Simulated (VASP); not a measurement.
# BAs in VASP: relaxation of the atoms with PBEsol

Aim: the relaxation of the atoms of BAs with PBEsol.

All numbers are computed with VASP 6.6.1; they aren't measurements. Logs are shortened: lines on timing, memory, paths and dates and some standing lists are left out, and cuts for length are marked.

**1. The cell of the first run**

The cell holds a slab with vacuum, 14 atoms: a = 3.371 Å, b = 4.768 Å, c = 25.114 Å, α = 90.00°, β = 90.00°, γ = 90.00°.

**2. Relaxation of the atoms, PBEsol**

INCAR

```
ALGO = Normal ; DIPOL = 0.5 0.5 0.500
EDIFF = 1E-6 ; EDIFFG = -0.02
ENCUT = 520 ; GGA = PS
IBRION = 2 ; IDIPOL = 3
ISIF = 2 ; ISMEAR = 0
KPAR = 4 ; LASPH = True
LCHARG = False ; LDIPOL = True
LREAL = False ; LWAVE = False
NELM = 100 ; NSW = 80
PREC = Accurate ; SIGMA = 0.05
```

KPOINTS

```
k-points
0
Gamma
  8 6 1
```

POSCAR

```
BAs
1.0
    3.3713973117      0.0000000000      0.0000000000
    0.0000000000      4.7678758024      0.0000000000
    0.0000000000      0.0000000000     25.1141919351
B As
7 7
Direct
    0.5000000000      0.5000000000      0.2986359274
    0.0000000000      0.0000000000      0.3657572849
    0.5000000000      0.5000000000      0.4328786425
    0.0000000000      0.0000000000      0.5000000000
    0.5000000000      0.5000000000      0.5671213575
    0.0000000000      0.0000000000      0.6342427151
    0.5000000000      0.5000000000      0.7013640726
    0.0000000000      0.2500000000      0.2986359274
    0.5000000000      0.7500000000      0.3657572849
    0.0000000000      0.2500000000      0.4328786425
    0.5000000000      0.7500000000      0.5000000000
    0.0000000000      0.2500000000      0.5671213575
    0.5000000000      0.7500000000      0.6342427151
    0.0000000000      0.2500000000      0.7013640726
```

Potentials or basis: VASP PAW PBE potentials, release 64 (B, As).

Started as:

```console
cat potpaw_PBE.64/B/POTCAR potpaw_PBE.64/As/POTCAR > POTCAR
mpirun -np 4 vasp_std > vasp.out
```

OUTCAR:

```text
EDIFF = 1E-6
   EDIFFG = -0.02
   ENCUT = 520
   GGA = PS
   IBRION = 2
   ISIF = 2
   ISMEAR = 0
   LASPH = True
   LREAL = False
   NELM = 100
   NSW = 80
   PREC = Accurate

 ion  position               nearest neighbor table
   1  0.500  0.500  0.299-   9 2.06   8 2.06   8 2.06
   2  0.000  0.000  0.366-   8 2.06   9 2.06   9 2.06  10 2.06
   3  0.500  0.500  0.433-  11 2.06  10 2.06  10 2.06   9 2.06
   4  0.000  0.000  0.500-  10 2.06  12 2.06  11 2.06  11 2.06
   5  0.500  0.500  0.567-  11 2.06  12 2.06  12 2.06  13 2.06
   6  0.000  0.000  0.634-  14 2.06  13 2.06  13 2.06  12 2.06
   7  0.500  0.500  0.701-  13 2.06  14 2.06  14 2.06
   8  0.000  0.250  0.299-   2 2.06   1 2.06   1 2.06
   9  0.500  0.750  0.366-   1 2.06   2 2.06   2 2.06   3 2.06
  10  0.000  0.250  0.433-   4 2.06   3 2.06   3 2.06   2 2.06
  11  0.500  0.750  0.500-   3 2.06   5 2.06   4 2.06   4 2.06
  12  0.000  0.250  0.567-   4 2.06   5 2.06   5 2.06   6 2.06
  13  0.500  0.750  0.634-   7 2.06   6 2.06   6 2.06   5 2.06
  14  0.000  0.250  0.701-   6 2.06   7 2.06   7 2.06

  LATTYP: Found a simple orthorhombic cell.
 ALAT       =     3.3713973117
 B/A-ratio  =     1.4142135624
 C/A-ratio  =     7.4491937951

  Lattice vectors:

 A1 = (   3.3713973117,   0.0000000000,   0.0000000000)
 A2 = (   0.0000000000,   4.7678758024,   0.0000000000)
 A3 = (   0.0000000000,   0.0000000000,  25.1141919351)

Analysis of symmetry for initial positions (statically):
=====================================================================
 Subroutine PRICEL returns:
 Original cell was already a primitive cell.

 Routine SETGRP: Setting up the symmetry group for a
 simple orthorhombic supercell.

 Subroutine GETGRP returns: Found  4 space group operations
 (whereof  4 operations were pure point group operations)
 out of a pool of  8 trial point group operations.

The static configuration has the point symmetry C_2v.

Analysis of symmetry for dynamics (positions and initial velocities):
=====================================================================
 Subroutine PRICEL returns:
 Original cell was already a primitive cell.

 Routine SETGRP: Setting up the symmetry group for a
 simple orthorhombic supercell.

 Subroutine GETGRP returns: Found  4 space group operations
 (whereof  4 operations were pure point group operations)
 out of a pool of  8 trial point group operations.

The dynamic configuration has the point symmetry C_2v.

 Subroutine INISYM returns: Found  4 space group operations
 (whereof  4 operations are pure point group operations),
 and found     1 'primitive' translations

----------------------------------------------------------------------------------------

                                     Primitive cell

  volume of cell :     403.6957

  direct lattice vectors                    reciprocal lattice vectors
     3.371397312  0.000000000  0.000000000     0.296612920  0.000000000  0.000000000
     0.000000000  4.767875802  0.000000000     0.000000000  0.209737007  0.000000000
     0.000000000  0.000000000 25.114191935     0.000000000  0.000000000  0.039818124

  length of vectors
     3.371397312  4.767875802 25.114191935     0.296612920  0.209737007  0.039818124

  position of ions in fractional coordinates (direct lattice)
     0.500000000  0.500000000  0.298635927
     0.000000000  0.000000000  0.365757285
     0.500000000  0.500000000  0.432878643
     0.000000000  0.000000000  0.500000000
     0.500000000  0.500000000  0.567121357
     0.000000000  0.000000000  0.634242715
     0.500000000  0.500000000  0.701364073
     0.000000000  0.250000000  0.298635927
     0.500000000  0.750000000  0.365757285
     0.000000000  0.250000000  0.432878643
     0.500000000  0.750000000  0.500000000
     0.000000000  0.250000000  0.567121357
     0.500000000  0.750000000  0.634242715
     0.000000000  0.250000000  0.701364073

  ion indices of the primitive-cell ions
   primitive index   ion index
                 1           1
                 2           2
                 3           3
                 4           4
                 5           5
                 6           6
                 7           7
                 8           8
                 9           9
                10          10
                11          11
                12          12
                13          13
                14          14

----------------------------------------------------------------------------------------

 KPOINTS: k-points

Automatic generation of k-mesh.
 Grid dimensions read from file:
 generate k-points for:    8    6    1

 Generating k-lattice:

  Cartesian coordinates                     Fractional coordinates (reciprocal lattice)
     0.037076615  0.000000000  0.000000000     0.125000000  0.000000000  0.000000000
     0.000000000  0.034956168  0.000000000     0.000000000  0.166666667  0.000000000
     0.000000000  0.000000000  0.039818124     0.000000000  0.000000000  1.000000000

  Length of vectors
     0.037076615  0.034956168  0.039818124

  Shift w.r.t. Gamma in fractional coordinates (k-lattice)
     0.000000000  0.000000000  0.000000000

 Subroutine IBZKPT returns following result:
 ===========================================

 Found     20 irreducible k-points:

 Following reciprocal coordinates:
            Coordinates               Weight
  0.000000  0.000000  0.000000      1.000000
  0.125000  0.000000  0.000000      2.000000
  0.250000  0.000000  0.000000      2.000000
  0.375000  0.000000  0.000000      2.000000
  0.500000  0.000000  0.000000      1.000000
  0.000000  0.166667  0.000000      2.000000
[... 12 lines left out ...]
  0.375000  0.500000  0.000000      2.000000
  0.500000  0.500000  0.000000      1.000000
   k-points           NKPTS =     20   k-points in BZ     NKDIM =     20   number of bands    NBANDS=     36
   number of dos      NEDOS =    301   number of ions     NIONS =     14
   total plane-waves  NPLWV = 193536
   dimension x,y,z NGX =    28 NGY =   36 NGZ =  192
   dimension x,y,z NGXF=    56 NGYF=   72 NGZF=  384
   ions per type =               7   7
   NGX,Y,Z   is equivalent  to a cutoff of  13.81, 12.55, 12.71 a.u.
   NGXF,Y,Z  is equivalent  to a cutoff of  27.61, 25.10, 25.42 a.u.
 SYSTEM =  unknown system
   PREC   = accura    normal or accurate (medium, high low for compatibility)
   ISTART =      0    job   : 0-new  1-cont  2-samecut
   ICHARG =      2    charge: 1-file 2-atom 10-const
   ISPIN  =      1    spin polarized calculation?
   LNONCOLLINEAR =      F non collinear calculations
   LSORBIT =      F    spin-orbit coupling
   LASPH  =      T    aspherical Exc in radial PAW
   ENCUT  =  520.0 eV  38.22 Ry    6.18 a.u.   6.27  8.87 46.70*2*pi/ulx,y,z
   NELM   =    100;   NELMIN=  2; NELMDL= -5     # of ELM steps
   EDIFF  = 0.1E-05   stopping-criterion for ELM
   LREAL  =      F    real-space projection
   EDIFFG = -.2E-01   stopping-criterion for IOM
   NSW    =     80    number of steps for IOM
   IBRION =      2    ionic relax: 0-MD 1-quasi-New 2-CG
   NFREE  =      1    steps in history (QN), initial steepest desc. (CG)
   ISIF   =      2    stress and relaxation
   ISYM   =      2    0-nonsym 1-usesym 2-fastsym
   POTIM  = 0.5000    time-step for ionic-motion
   TEBEG  =    0.0;   TEEND  =   0.0 temperature during run
   PSTRESS=    0.0 pullay stress
   NELECT =      56.0000    total number of electrons
   NUPDOWN=      -1.0000    fix difference up-down
   EMIN   =  10.00;   EMAX   =-10.00  energy-range for DOS
   EFERMI =   0.00;   METHOD = LEGACY
   ISMEAR =     0;   SIGMA  =   0.05  broadening in eV -4-tet -1-fermi 0-gaus
   EFERMI_NEDOS =   21; number of points for ismear=-14 and -15
   IALGO  =     38    algorithm
   IMIX   =      4    mixing-type and parameters
     AMIX     =   0.40;   BMIX     =  1.00
     AMIX_MAG =   1.60;   BMIX_MAG =  1.00
  volume/ion in A,a.u.               =      28.84       194.59
  Fermi-wavevector in a.u.,A,eV,Ry     =   0.847461  1.601468  9.771559  0.718189
  Thomas-Fermi vector in A             =   1.962970
   LORBIT       =      0    0 simple, 1 ext, 2 COOP (PROOUT), +10 PAW based schemes
   GGA     = PS    functional components
   LHFCALC =     F    Hartree Fock is set to
   AEXX    =    0.0000 exact exchange contribution
   IVDW    =     0    specifies the selected vdW correction
   LEPSILON=     F    determine dielectric tensor
   LRPA    =     F    only Hartree local field effects (RPA)
 conjugate gradient relaxation of ions
 non-spin polarized calculation
 Gauss-broadening in eV      SIGMA  =   0.05
  energy-cutoff  :      520.00
  volume of cell :      403.70
 maximum number of plane-waves:     10914
 NGX is ok and might be reduce to    28
   NGX = 13   NGY = 17   NGZ = 93

--------------------------------------- Ionic step        1  -------------------------------------------

 number of electron      56.0000002 magnetization

 Free energy of the ion-electron system (eV)
  ---------------------------------------------------
  ext. energy  EPLUGINS =         0.00000000
  ---------------------------------------------------
  free energy    TOTEN  =       -80.40074449 eV

  energy without entropy =      -80.39816868  energy(sigma->0) =      -80.39945658

------------------------ aborting loop because EDIFF is reached ----------------------------------------

  FORCE on cell =-STRESS in cart. coord.  units (eV):
  Direction    XX          YY          ZZ          XY          YZ          ZX
  --------------------------------------------------------------------------------------
  -------------------------------------------------------------------------------------
  Total       -2.0740439     -1.9412579     -0.7743414      0.0000000      0.0000000      0.0000000
  in kB       -8.2314142     -7.7044163     -3.0731870      0.0000000      0.0000000      0.0000000
  external PRESSURE =      -6.3363392 kB  Pullay stress =       0.0000000 kB
[... 125 lines left out ...]
  FREE ENERGIE OF THE ION-ELECTRON SYSTEM (eV)
  ---------------------------------------------------
  free  energy   TOTEN  =       -81.4675994987 eV

  energy  without entropy=      -81.4675806307  energy(sigma->0) =      -81.46759006

[... ionic steps 4 to 16 ...]

--------------------------------------- Ionic step       17  -------------------------------------------

 number of electron      56.0000002 magnetization

------------------------ aborting loop because EDIFF is reached ----------------------------------------
[... 43 lines left out ...]
--------------------------------------- Ionic step       18  -------------------------------------------

 number of electron      56.0000001 magnetization

 dipolmoment           0.000000      0.000000     -0.000000 electrons x Angstroem

------------------------ aborting loop because EDIFF is reached ----------------------------------------

  FORCE on cell =-STRESS in cart. coord.  units (eV):
  Direction    XX          YY          ZZ          XY          YZ          ZX
  --------------------------------------------------------------------------------------
  -------------------------------------------------------------------------------------
  Total       -1.5070039      1.0102727     -0.4145697      0.0000000      0.0000000      0.0000000
  in kB       -5.9809597      4.0095452     -1.6453341      0.0000000      0.0000000      0.0000000
  external PRESSURE =      -1.2055828 kB  Pullay stress =       0.0000000 kB
[... 35 lines left out ...]
--------------------------------------- Ionic step       19  -------------------------------------------

 number of electron      56.0000002 magnetization

 dipolmoment           0.000000      0.000000      0.000000 electrons x Angstroem

 Free energy of the ion-electron system (eV)
  ---------------------------------------------------
  ext. energy  EPLUGINS =         0.00000000
  ---------------------------------------------------
  free energy    TOTEN  =       -82.02172071 eV

  energy without entropy =      -82.02072879  energy(sigma->0) =      -82.02122475

 E-fermi :   0.0932     XC(G=0):  -5.7341

 val. band max:        0.0726373135   @ k =   0.0000   0.0000   0.0000
 cond. band min:       0.1138345068   @ k =   0.5000   0.0000   0.0000
 fundamental gap:      0.0411971933
 Fermi energy:         0.0932359171

 k-point     1 :       0.0000    0.0000    0.0000
  band No.  band energies     occupation
      1     -15.0401      2.00000
      2     -14.4227      2.00000
      3     -13.4634      2.00000
      4     -12.3240      2.00000
      5     -11.3983      2.00000
      6     -10.9446      2.00000
[... 769 lines left out ...]
     35       4.6608      0.00000
     36       4.6872      0.00000

------------------------ aborting loop because EDIFF is reached ----------------------------------------

 vacuum level on the upper side and lower side of the slab       (xc-potential included)        -0.017        -0.017

  FORCE on cell =-STRESS in cart. coord.  units (eV):
  Direction    XX          YY          ZZ          XY          YZ          ZX
  --------------------------------------------------------------------------------------
  -------------------------------------------------------------------------------------
  Total       -1.5257580      1.0088658     -0.4301362      0.0000000      0.0000000      0.0000000
  in kB       -6.0553905      4.0039615     -1.7071138      0.0000000      0.0000000      0.0000000
  external PRESSURE =      -1.2528476 kB  Pullay stress =       0.0000000 kB
[... 29 lines left out ...]
  FREE ENERGIE OF THE ION-ELECTRON SYSTEM (eV)
  ---------------------------------------------------
  free  energy   TOTEN  =       -82.0217207086 eV

  energy  without entropy=      -82.0207287913  energy(sigma->0) =      -82.02122475

 reached required accuracy - stopping structural energy minimisation

 vacuum level on the upper side and lower side of the slab         5.152         5.152
```

Wall time 17 min (4 MPI ranks of Intel Xeon Platinum 8259CL at 2.50GHz (Skylake/Cascade Lake), shared host); peak memory 0.63 GiB.

What came out:

- Free energy: -82.0217 eV
- Energy gained by relaxing: 115.8 meV/atom
- Ionic steps: 19
- Largest force after relaxing: 0.020 eV/Å
- Band gap on the k mesh: 0.04 eV (least direct gap 1.17 eV)

Forces in eV/Å, atoms in the order of the input:
```
B    0.000  0.010  0.017
B    0.000 -0.008  0.006
B    0.000 -0.003  0.002
B    0.000  0.004  0.000
B    0.000 -0.003 -0.002
B    0.000 -0.008 -0.006
B    0.000  0.010 -0.017
As   0.000  0.013  0.010
As   0.000 -0.012  0.010
As   0.000 -0.001  0.003
As   0.000 -0.004  0.000
As   0.000 -0.001 -0.003
As   0.000 -0.012 -0.010
As   0.000  0.013 -0.010
```

Step by step:
```
step  energy change (eV)  largest force (eV/Å)  pressure (GPa)
   1              0.0000                2.5547           -0.63
   2             -0.8433                1.6393           -0.13
   3             -1.0669                1.1896            0.26
   4             -1.4403                0.7283           -0.12
   5             -1.4872                0.9358           -0.32
   6             -1.5677                0.6180           -0.33
   7             -1.5808                0.3844           -0.35
   8             -1.5998                0.2438           -0.26
   9             -1.5999                0.2412           -0.27
  10             -1.6111                0.1527           -0.22
  11             -1.6129                0.1582           -0.18
  12             -1.6182                0.0825           -0.17
  13             -1.6184                0.1280           -0.17
  14             -1.6202                0.0492           -0.15
  15             -1.6202                0.0496           -0.15
  16             -1.6208                0.0336           -0.14
  17             -1.6208                0.0382           -0.14
  18             -1.6210                0.0311           -0.12
  19             -1.6210                0.0197           -0.13
```

Final structure:
```
B As
1.0
     3.37140    0.00000    0.00000
     0.00000    4.76788    0.00000
     0.00000    0.00000   25.11419
B As
7 7
Direct
  0.50000 0.44811 0.31276
  0.00000 0.01236 0.36451
  0.50000 0.51108 0.43297
  0.00000 0.01325 0.50000
  0.50000 0.51108 0.56703
  0.00000 0.01236 0.63549
  0.50000 0.44811 0.68724
  0.00000 0.23883 0.29062
  0.50000 0.76570 0.36494
  0.00000 0.26096 0.43211
  0.50000 0.76267 0.50000
  0.00000 0.26096 0.56789
  0.50000 0.76570 0.63506
  0.00000 0.23883 0.70938
```

Levels at points of the mesh, in eV from the valence-band top:
| k point | band 25 | band 26 | band 27 | band 28 | band 29 | band 30 | band 31 | band 32 |
| --- | --- | --- | --- | --- | --- | --- | --- | --- |
| (0.00, 0.00, 0.00) | -0.51 | -0.31 | -0.16 | 0.00 | 1.44 | 1.80 | 1.89 | 2.38 |
| (0.50, 0.00, 0.00) | -2.60 | -2.42 | -1.48 | -1.13 | 0.04 | 0.42 | 1.65 | 2.13 |
| (0.00, 0.50, 0.00) | -1.65 | -1.54 | -1.14 | -0.91 | 0.90 | 1.20 | 2.32 | 2.97 |
| (0.50, 0.50, 0.00) | -1.97 | -1.91 | -1.14 | -0.85 | 0.87 | 1.28 | 3.50 | 3.51 |

Caveat: semilocal functionals underestimate gaps, and a narrow one can read as zero; the PAW data sets were made with another functional, which shifts forces and pressure a little.
